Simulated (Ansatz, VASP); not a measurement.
**One calculation of VN, two programs**

Contents of INCAR:

```
SYSTEM = VN
  PREC = Accurate
  ENCUT = 600
  EDIFF = 1E-6
  ISMEAR = -1
  SIGMA = 0.1
  LREAL = .FALSE.
  LASPH = .TRUE.
  NELM = 120
  ALGO = Normal
  ISIF = 2
  LWAVE = .FALSE.
  LCHARG = .FALSE.
  GGA = PS
  NBANDS = 16
  GGA_COMPAT = .FALSE.
```

File KPOINTS:

```
regular mesh
0
G
  17 17 17
  0 0 0
```

File POSCAR:

```
VN
1.0
    0.0000000000      1.7556118546      1.7556118546
    1.7556118546      0.0000000000      1.7556118546
    1.7556118546      1.7556118546      0.0000000000
V N
1 1
Direct
    0.0000000000      0.0000000000      0.0000000000
    0.5000000000      0.5000000000      0.5000000000
```

Input for Ansatz:

```yaml
crystal:
  lattice:
    - [0.0, 1.7556118546, 1.7556118546]
    - [1.7556118546, 0.0, 1.7556118546]
    - [1.7556118546, 1.7556118546, 0.0]
  atoms:
    - { symbol: V, position: [0.0, 0.0, 0.0] }
    - { symbol: "N", position: [0.5, 0.5, 0.5] }
kpoints:
  mp_grid: { grid: [17, 17, 17] }
  band_path:
    path:
      - [0.0, 0.0, 0.0]
      - [0.5, 0.0, 0.5]
      - [0.625, 0.25, 0.625]
      - [0.375, 0.375, 0.75]
      - [0.0, 0.0, 0.0]
      - [0.5, 0.5, 0.5]
      - [0.5, 0.25, 0.75]
      - [0.5, 0.0, 0.5]
    npoints: 8
scf:
  occupations: { method: fermi_dirac, width: 0.1 }
hamiltonian:
  xc: pbesol
  pseudopotentials: { kind: paw }
output:
  forces: true
  stress: true
  eigenvalues: true
  populations: true
  dos: { projected: true, de: 0.2, e_range: [-14, 8] }
```

Change from the starting cell: volume scaled by 0.64, PAW files.

Alike in both runs: task single point; functional PBEsol; k mesh 17 × 17 × 17; occupations fermi-dirac, width 0.1 eV; no spin polarisation.

|  | VASP | Ansatz |
| --- | --- | --- |
| version | VASP 6.6.1 | Ansatz 0.2.0 |
| potentials or method | VASP PAW PBE potentials, release 64 (V_sv, N) | PAW with Ansatz's default frozen-core files, scalar-relativistic |
| plane-wave cutoff (eV) | 600 | 420 |
| valence electrons in the cell | 18 | 18 |

|  | VASP | Ansatz | Ansatz less VASP |
| --- | --- | --- | --- |
| pressure (GPa) | 395.7 | 390.5 | -5.19 |

VASP's potentials were made for PBE, not for PBEsol. Both programs put the cell under a high pressure, so it lies far from rest at this level.

Noted on VASP's run: the cell as given lies far from equilibrium.
